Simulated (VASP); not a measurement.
# Ti in VASP: further runs

Ti is run at these levels: PBEsol; tasks: single point.

Everything below comes from runs of VASP 6.6.1. Logs are shortened: lines on timing, memory, paths and dates and some standing lists are left out, and cuts for length are marked.

## Step 1: The cell of the first run

Symmetry: Fmmm, No. 69, orthorhombic system. The conventional cell has a = 3.370 Å, b = 4.373 Å, c = 4.706 Å, α = 90.00°, β = 90.00°, γ = 90.00°. Ti (site symmetry mmm) has 14 Ti at 2.76 to 3.37 Å within 3.6 Å.

## Step 2: Single point, PBEsol (engineering shear strain xy -0.0733, normal strain along z +0.0500)

Contents of INCAR:

```
PREC = Accurate
ENCUT = 520
EDIFF = 1E-6
ISMEAR = 0
SIGMA = 0.15
LREAL = False
LASPH = True
NELM = 80
ALGO = Fast
ISIF = 2
LWAVE = False
LCHARG = False
GGA = PS
NBANDS = 12
```

Contents of KPOINTS:

```
Automatic mesh
0
Gamma
  20 20 20
```

Contents of POSCAR:

```
Ti
1.0
   -1.6637718523      1.6637718523      1.6851979404
    1.6637718523     -1.6637718523      1.6851979404
    1.5461289865      1.5461289865     -1.6851979404
Ti
1
Direct
    0.0000000000      0.0000000000      0.0000000000
```

Potentials or basis: VASP PAW PBE potentials, release 64 (Ti_sv).

The run is started by

```console
$ cat potpaw_PBE.64/Ti_sv/POTCAR > POTCAR
$ mpirun -np 1 vasp_std > vasp.out
```

OUTCAR:

```text
PREC = Accurate
   ENCUT = 520
   EDIFF = 1E-6
   ISMEAR = 0
   LREAL = False
   LASPH = True
   NELM = 80
   ISIF = 2
   GGA = PS

 ion  position               nearest neighbor table
   1  0.000  0.000  0.000-

  LATTYP: Found a face centered orthorhombic cell.
 ALAT       =     3.3703958808
 B/A-ratio  =     1.2975072717
 C/A-ratio  =     1.3962328471

  Lattice vectors:

 A1 = (  -0.1176428658,   3.2099008388,   0.0000000000)
 A2 = (  -1.6637718523,   1.6637718523,   1.6851979404)
 A3 = (   1.5461289865,   1.5461289865,   1.6851979404)

Analysis of symmetry for initial positions (statically):
=====================================================================
 Subroutine PRICEL returns:
 Original cell was already a primitive cell.

 Routine SETGRP: Setting up the symmetry group for a
 face centered orthorhombic supercell.

 Subroutine GETGRP returns: Found  8 space group operations
 (whereof  8 operations were pure point group operations)
 out of a pool of  8 trial point group operations.

The static configuration has the point symmetry D_2h.

Analysis of symmetry for dynamics (positions and initial velocities):
=====================================================================
 Subroutine PRICEL returns:
 Original cell was already a primitive cell.

 Routine SETGRP: Setting up the symmetry group for a
 face centered orthorhombic supercell.

 Subroutine GETGRP returns: Found  8 space group operations
 (whereof  8 operations were pure point group operations)
 out of a pool of  8 trial point group operations.

The dynamic configuration has the point symmetry D_2h.

 Subroutine INISYM returns: Found  8 space group operations
 (whereof  8 operations are pure point group operations),
 and found     1 'primitive' translations

----------------------------------------------------------------------------------------

                                     Primitive cell

  volume of cell :      17.3401

  direct lattice vectors                    reciprocal lattice vectors
    -1.663771852  1.663771852  1.685197940     0.011433155  0.311955129  0.296701051
     1.663771852 -1.663771852  1.685197940     0.311955129  0.011433155  0.296701051
     1.546128987  1.546128987 -1.685197940     0.323388284  0.323388284  0.000000000

  length of vectors
     2.894160613  2.894160613  2.760601707     0.430671839  0.430671839  0.457340097

  position of ions in fractional coordinates (direct lattice)
     0.000000000  0.000000000  0.000000000

  ion indices of the primitive-cell ions
   primitive index   ion index
                 1           1

----------------------------------------------------------------------------------------

 KPOINTS: Automatic mesh

Automatic generation of k-mesh.
 Grid dimensions read from file:
 generate k-points for:   20   20   20

 Generating k-lattice:

  Cartesian coordinates                     Fractional coordinates (reciprocal lattice)
     0.000571658  0.015597756  0.014835053     0.050000000 -0.000000000  0.000000000
     0.015597756  0.000571658  0.014835053    -0.000000000  0.050000000  0.000000000
     0.016169414  0.016169414  0.000000000     0.000000000  0.000000000  0.050000000

  Length of vectors
     0.021533592  0.021533592  0.022867005

  Shift w.r.t. Gamma in fractional coordinates (k-lattice)
     0.000000000  0.000000000  0.000000000

 Subroutine IBZKPT returns following result:
 ===========================================

 Found   1166 irreducible k-points:

 Following reciprocal coordinates:
            Coordinates               Weight
  0.000000  0.000000  0.000000      1.000000
  0.050000  0.000000 -0.000000      8.000000
  0.100000  0.000000 -0.000000      8.000000
  0.150000  0.000000 -0.000000      8.000000
  0.200000  0.000000 -0.000000      8.000000
  0.250000  0.000000 -0.000000      8.000000
[... 16 lines left out ...]
 -0.400000  0.050000  0.000000      8.000000
 -0.350000  0.050000  0.000000      8.000000
 [... further k-points ...]
   k-points           NKPTS =   1166   k-points in BZ     NKDIM =   1166   number of bands    NBANDS=     12
   number of dos      NEDOS =    301   number of ions     NIONS =      1
   total plane-waves  NPLWV =  13824
   dimension x,y,z NGX =    24 NGY =   24 NGZ =   24
   dimension x,y,z NGXF=    48 NGYF=   48 NGZF=   48
   ions per type =               1
   NGX,Y,Z   is equivalent  to a cutoff of  13.79, 13.79, 14.45 a.u.
   NGXF,Y,Z  is equivalent  to a cutoff of  27.57, 27.57, 28.91 a.u.
 SYSTEM =  unknown system
   PREC   = accura    normal or accurate (medium, high low for compatibility)
   ISTART =      0    job   : 0-new  1-cont  2-samecut
   ICHARG =      2    charge: 1-file 2-atom 10-const
   ISPIN  =      1    spin polarized calculation?
   LNONCOLLINEAR =      F non collinear calculations
   LSORBIT =      F    spin-orbit coupling
   LASPH  =      T    aspherical Exc in radial PAW
   ENCUT  =  520.0 eV  38.22 Ry    6.18 a.u.   5.38  5.38  5.13*2*pi/ulx,y,z
   NELM   =     80;   NELMIN=  2; NELMDL= -5     # of ELM steps
   EDIFF  = 0.1E-05   stopping-criterion for ELM
   LREAL  =      F    real-space projection
   EDIFFG = 0.1E-04   stopping-criterion for IOM
   NSW    =      0    number of steps for IOM
   IBRION =     -1    ionic relax: 0-MD 1-quasi-New 2-CG
   NFREE  =      0    steps in history (QN), initial steepest desc. (CG)
   ISIF   =      2    stress and relaxation
   ISYM   =      2    0-nonsym 1-usesym 2-fastsym
   POTIM  = 0.5000    time-step for ionic-motion
   TEBEG  =    0.0;   TEEND  =   0.0 temperature during run
   PSTRESS=    0.0 pullay stress
   NELECT =      12.0000    total number of electrons
   NUPDOWN=      -1.0000    fix difference up-down
   EMIN   =  10.00;   EMAX   =-10.00  energy-range for DOS
   EFERMI =   0.00;   METHOD = LEGACY
   ISMEAR =     0;   SIGMA  =   0.15  broadening in eV -4-tet -1-fermi 0-gaus
   EFERMI_NEDOS =   21; number of points for ismear=-14 and -15
   IALGO  =     68    algorithm
   IMIX   =      4    mixing-type and parameters
     AMIX     =   0.40;   BMIX     =  1.00
     AMIX_MAG =   1.60;   BMIX_MAG =  1.00
  volume/ion in A,a.u.               =      17.34       117.02
  Fermi-wavevector in a.u.,A,eV,Ry     =   1.448055  2.736428 28.529564  2.096864
  Thomas-Fermi vector in A             =   2.565940
   LORBIT       =      0    0 simple, 1 ext, 2 COOP (PROOUT), +10 PAW based schemes
   GGA     = PS    functional components
   LHFCALC =     F    Hartree Fock is set to
   AEXX    =    0.0000 exact exchange contribution
   IVDW    =     0    specifies the selected vdW correction
   LEPSILON=     F    determine dielectric tensor
   LRPA    =     F    only Hartree local field effects (RPA)
 non-spin polarized calculation
 RMM-DIIS sequential band-by-band and
 Gauss-broadening in eV      SIGMA  =   0.15
  energy-cutoff  :      520.00
  volume of cell :       17.34
 maximum number of plane-waves:       482
 NGX is ok and might be reduce to    24
   NGX = 11   NGY = 11   NGZ = 11

 number of electron      12.0000000 magnetization

 Free energy of the ion-electron system (eV)
  ---------------------------------------------------
  ext. energy  EPLUGINS =         0.00000000
  ---------------------------------------------------
  free energy    TOTEN  =        -8.22721427 eV

  energy without entropy =       -8.20074713  energy(sigma->0) =       -8.21398070

 E-fermi :   7.9722     XC(G=0): -11.6377

 val. band max:        7.9720752879   @ k =   0.3000   0.0500   0.1000
 cond. band min:       7.9724190567   @ k =   0.3500  -0.0000   0.2500
 fundamental gap:      0.0003437688
 Fermi energy:         7.9721762110

 k-point     1 :       0.0000    0.0000    0.0000
  band No.  band energies     occupation
      1     -48.3267      2.00000
      2     -24.3138      2.00000
      3     -24.2658      2.00000
      4     -24.2297      2.00000
      5       2.0223      2.00000
      6       8.4855      0.00000
      7       9.0979      0.00000
      8       9.2227      0.00000
      9      10.5386      0.00000
     10      10.9993      0.00000
     11      24.9109      0.00000
     12      24.9570      0.00000

 k-point     2 :       0.0500    0.0000   -0.0000
  band No.  band energies     occupation
      1     -48.3234      2.00000
      2     -24.3201      2.00000
      3     -24.2754      2.00000
      4     -24.2368      2.00000
      5       2.1073      2.00000
      6       8.4969      0.00000
      7       9.0980      0.00000
      8       9.2293      0.00000
      9      10.5064      0.00000
     10      10.9807      0.00000
     11      24.8754      0.00000
     12      24.9729      0.00000

 k-point     3 :       0.1000    0.0000   -0.0000
  band No.  band energies     occupation
      1     -48.3138      2.00000
      2     -24.3490      2.00000
      3     -24.3034      2.00000
      4     -24.2462      2.00000
      5       2.3574      2.00000
      6       8.5081      0.00000
      7       9.0277      0.00000
      8       9.3315      0.00000
      9      10.4261      0.00000
     10      10.9395      0.00000
     11      24.6366      0.00000
     12      24.9812      0.00000
[... 286 lines left out ...]
 k-point    23 :      -0.4000    0.0500    0.0000
  band No.  band energies     occupation
      1     -48.2112      2.00000
      2     -24.8606      2.00000
      3     -24.4623      2.00000
      4     -24.2622      2.00000
      5       5.2324      2.00000
      6       7.8360      1.80075
      7       8.3684      0.00019
      8      10.4806      0.00000
      9      11.0738      0.00000
     10      11.6536      0.00000
     11      18.3263      0.00000
     12      21.8894      0.00000

 k-point    24 :      -0.3500    0.0500    0.0000
  band No.  band energies     occupation
      1     -48.2287      2.00000
      2     -24.7728      2.00000
      3     -24.4377      2.00000
      4     -24.2626      2.00000
      5       4.8057      2.00000
      6       7.9783      0.95370
      7       8.2158      0.02160
      8      10.4239      0.00000
      9      10.9817      0.00000
     10      11.2230      0.00000
     11      19.5867      0.00000
     12      22.4479      0.00000

 [... further k-points ...]

------------------------ aborting loop because EDIFF is reached ----------------------------------------

  FORCE on cell =-STRESS in cart. coord.  units (eV):
  Direction    XX          YY          ZZ          XY          YZ          ZX
  --------------------------------------------------------------------------------------
  -------------------------------------------------------------------------------------
  Total       -0.6160299     -0.6160299     -0.4532109      0.2384056     -0.0000000     -0.0000000
  in kB      -56.9196202    -56.9196202    -41.8755473     22.0280778     -0.0000000     -0.0000000
  external PRESSURE =     -51.9049292 kB  Pullay stress =       0.0000000 kB

 VOLUME and BASIS-vectors are now :
 -----------------------------------------------------------------------------
  energy-cutoff  :      520.00
  volume of cell :       17.34
      direct lattice vectors                 reciprocal lattice vectors
    -1.663771852  1.663771852  1.685197940     0.011433155  0.311955129  0.296701051
     1.663771852 -1.663771852  1.685197940     0.311955129  0.011433155  0.296701051
     1.546128987  1.546128987 -1.685197940     0.323388284  0.323388284  0.000000000

 POSITION                                       TOTAL-FORCE (eV/Angst)
 -----------------------------------------------------------------------------------
      0.00000      0.00000      0.00000        -0.000000      0.000000      0.000000
 -----------------------------------------------------------------------------------
    total drift:                                0.000000      0.000000     -0.000000

  FREE ENERGIE OF THE ION-ELECTRON SYSTEM (eV)
  ---------------------------------------------------
  free  energy   TOTEN  =        -8.2272142662 eV

  energy  without entropy=       -8.2007471266  energy(sigma->0) =       -8.21398070
```

It took 2 min on 1 thread of Intel Xeon 6975P-C (Granite Rapids), shared host; peak memory 0.34 GiB.

Results:

* Free energy: -8.2272 eV
* Pressure: -5.2 GPa
* Band gap on the k mesh: zero (band 6 reaches 8.82 eV, above the bottom of band 7 at 7.38 eV)

Stress tensor (GPa, compression positive):
```
-5.69  2.20  0.00
 2.20 -5.69  0.00
 0.00  0.00 -4.19
```

Levels at points of the mesh, in eV from the Fermi level:
```tsv
k point	band 4	band 5	band 6	band 7	band 8	band 9
(0.00, 0.00, 0.00)	-32.20	-5.95	0.51	1.13	1.25	2.57
(0.50, 0.00, 0.00)	-32.23	-2.45	-0.28	1.07	2.54	3.13
(0.50, 0.50, 0.00)	-32.24	-2.51	-0.79	0.87	3.21	3.43
(0.00, 0.00, 0.50)	-32.29	-2.44	-0.59	1.96	2.83	2.97
(0.50, 0.50, 0.50)	-32.61	-2.20	-2.01	3.65	3.86	4.30
```

Caveat: the cell differs from its parent crystal (engineering shear strain xy -0.0733, normal strain along z +0.0500); the PAW data sets were made with another functional, which shifts forces and pressure a little.

## Step 3: Single point, PBEsol (engineering shear strain xy -0.0733, normal strain along z -0.1000)

Contents of INCAR:

```
ALGO = Fast ; EDIFF = 1E-6
ENCUT = 520 ; GGA = PS
ISIF = 2 ; ISMEAR = 0
LASPH = True ; LCHARG = False
LREAL = False ; LWAVE = False
NBANDS = 12 ; NELM = 100
PREC = Accurate ; SIGMA = 0.15
```

Contents of KPOINTS:

```
k-points
0
Gamma
  20 20 20
```

Contents of POSCAR:

```
Ti
1.0
   -1.6637718523      1.6637718523      1.4444553775
    1.6637718523     -1.6637718523      1.4444553775
    1.5461289865      1.5461289865     -1.4444553775
Ti
1
Direct
    0.0000000000      0.0000000000      0.0000000000
```

Potentials or basis: VASP PAW PBE potentials, release 64 (Ti_sv).

The run is started by

```console
$ cat potpaw_PBE.64/Ti_sv/POTCAR > POTCAR
$ mpirun -np 1 vasp_std > vasp.out
```

OUTCAR:

```text
EDIFF = 1E-6
   ENCUT = 520
   GGA = PS
   ISIF = 2
   ISMEAR = 0
   LASPH = True
   LREAL = False
   NELM = 100
   PREC = Accurate

 ion  position               nearest neighbor table
   1  0.000  0.000  0.000-

  LATTYP: Found a face centered orthorhombic cell.
 ALAT       =     2.8889107550
 B/A-ratio  =     1.5137584836
 C/A-ratio  =     1.6289383216

  Lattice vectors:

 A1 = (  -0.1176428658,   3.2099008388,   0.0000000000)
 A2 = (  -1.6637718523,   1.6637718523,   1.4444553775)
 A3 = (   1.5461289865,   1.5461289865,   1.4444553775)

Analysis of symmetry for initial positions (statically):
=====================================================================
 Subroutine PRICEL returns:
 Original cell was already a primitive cell.

 Routine SETGRP: Setting up the symmetry group for a
 face centered orthorhombic supercell.

 Subroutine GETGRP returns: Found  8 space group operations
 (whereof  8 operations were pure point group operations)
 out of a pool of  8 trial point group operations.

The static configuration has the point symmetry D_2h.

Analysis of symmetry for dynamics (positions and initial velocities):
[... 168 lines left out ...]
      1     -46.3696      2.00000
      2     -22.1676      2.00000
      3     -22.0569      2.00000
      4     -21.9773      2.00000
      5       3.4353      2.00000
      6      10.0918      0.00022
      7      10.7367      0.00000
      8      11.5725      0.00000
      9      12.3492      0.00000
     10      13.4227      0.00000
     11      26.7329      0.00000
     12      28.3656      0.00000
[... 331 lines left out ...]
 k-point    24 :      -0.3500    0.0500   -0.0000
  band No.  band energies     occupation
      1     -46.1803      2.00000
      2     -22.8763      2.00000
      3     -22.3673      2.00000
      4     -22.0890      2.00000
      5       6.4476      2.00000
      6       9.1850      2.00000
      7      10.2465      0.00000
      8      12.9782      0.00000
      9      13.2090      0.00000
     10      13.4681      0.00000
     11      23.8164      0.00000
     12      25.1376      0.00000

 [... further k-points ...]

------------------------ aborting loop because EDIFF is reached ----------------------------------------

  FORCE on cell =-STRESS in cart. coord.  units (eV):
  Direction    XX          YY          ZZ          XY          YZ          ZX
  --------------------------------------------------------------------------------------
  -------------------------------------------------------------------------------------
  Total        1.3750681      1.3750681      1.1432870      0.2974583      0.0000000      0.0000000
  in kB      148.2283200    148.2283200    123.2429906     32.0651367      0.0000000      0.0000000
  external PRESSURE =     139.8998769 kB  Pullay stress =       0.0000000 kB

 VOLUME and BASIS-vectors are now :
 -----------------------------------------------------------------------------
  energy-cutoff  :      520.00
  volume of cell :       14.86
      direct lattice vectors                 reciprocal lattice vectors
    -1.663771852  1.663771852  1.444455377     0.011433155  0.311955129  0.346151226
     1.663771852 -1.663771852  1.444455377     0.311955129  0.011433155  0.346151226
     1.546128987  1.546128987 -1.444455377     0.323388284  0.323388284  0.000000000

 POSITION                                       TOTAL-FORCE (eV/Angst)
 -----------------------------------------------------------------------------------
      0.00000      0.00000      0.00000         0.000000      0.000000     -0.000000
 -----------------------------------------------------------------------------------
    total drift:                                0.000000      0.000000     -0.000000

  FREE ENERGIE OF THE ION-ELECTRON SYSTEM (eV)
  ---------------------------------------------------
  free  energy   TOTEN  =        -8.1790056793 eV

  energy  without entropy=       -8.1596886596  energy(sigma->0) =       -8.16934717
```

stdout:

```text
POSCAR found type information on POSCAR Ti
 POSCAR found :  1 types and       1 ions
 scaLAPACK will be used
 -----------------------------------------------------------------------------
|                                                                             |
|                                                                             |
|     You enforced a specific xc type in the INCAR file but a different       |
[... 27 lines left out ...]
WARNING in EDDRMM: call to ZHEGV failed, returncode =   6  3      7
WARNING in EDDRMM: call to ZHEGV failed, returncode =   6  3      9
WARNING in EDDRMM: call to ZHEGV failed, returncode =   8  4      9
WARNING in EDDRMM: call to ZHEGV failed, returncode =   6  3     10
WARNING in EDDRMM: call to ZHEGV failed, returncode =   6  3      5
WARNING in EDDRMM: call to ZHEGV failed, returncode =   6  3      9
WARNING in EDDRMM: call to ZHEGV failed, returncode =   8  4      7
```

Wall time 2.1 min (1 thread of Intel Xeon 6975P-C (Granite Rapids), shared host); peak memory 0.31 GiB.

Results:

* Free energy: -8.1790 eV
* Pressure: 14.0 GPa
* Band gap on the k mesh: zero (band 6 reaches 10.50 eV, above the bottom of band 7 at 9.09 eV)

Stress tensor (GPa, compression positive):
```
14.82  3.21  0.00
 3.21 14.82  0.00
 0.00  0.00 12.32
```

Levels at points of the mesh, in eV from the Fermi level:
```csv
k point,band 4,band 5,band 6,band 7,band 8,band 9
"(0.00, 0.00, 0.00)",-31.68,-6.26,0.39,1.04,1.87,2.65
"(0.50, 0.00, 0.00)",-31.81,-2.92,-0.98,2.06,3.23,4.18
"(0.50, 0.50, 0.00)",-31.66,-2.88,-0.03,0.63,2.74,3.72
"(0.00, 0.00, 0.50)",-31.79,-2.86,0.31,1.77,2.29,2.95
"(0.50, 0.50, 0.50)",-32.37,-2.86,-2.59,4.28,4.86,5.03
```

Caveat: the cell differs from its parent crystal (engineering shear strain xy -0.0733, normal strain along z -0.1000); the PAW data sets were made with another functional, which shifts forces and pressure a little.

[end of part 1 of 2]
